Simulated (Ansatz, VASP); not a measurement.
## ReS: VASP beside Ansatz

```
Re S
1.0
     3.37169    0.00000    0.00000
    -1.68585    2.91997    0.00000
     0.00000    0.00000    5.22612
Re S
2 2
Direct
  0.00000 0.00000 0.00000
  0.00000 0.00000 0.50000
  0.33333 0.66667 0.25000
  0.66667 0.33333 0.75000
```

Alike in both runs: task relaxation of cell and atoms; functional r2SCAN; k mesh 6 × 6 × 4; occupations gaussian, width 0.1 eV; no spin polarisation.

```csv
,VASP,Ansatz
version,VASP 6.6.1,Ansatz 0.2.0
potentials or method,"VASP PAW PBE potentials, release 64 (Re, S), cutoff 600 eV","scalar-relativistic, plane waves, PAW"
valence electrons in the cell,26,42
```

```tsv
	VASP	Ansatz	Ansatz less VASP
gap on the k mesh at the Fermi level, each at its own relaxed structure (eV)	none	none	-
relaxed volume (Å³/atom)	15.15	15.05	-0.103
relaxed cell length with the largest relative difference (Å)	3.683	3.670	-0.0128
```

VASP's potentials were made for PBE, not for r2SCAN. A gap of «none» marks a metal or a gap that the smearing closes. VASP's potentials hold 26 valence electrons a cell and Ansatz's 42, so a difference there can come from the potentials and not from the codes.

Neither program's run includes spin-orbit coupling. Noted on VASP's run: the volume moved by over 15 % at a fixed basis, so the end points are rough.
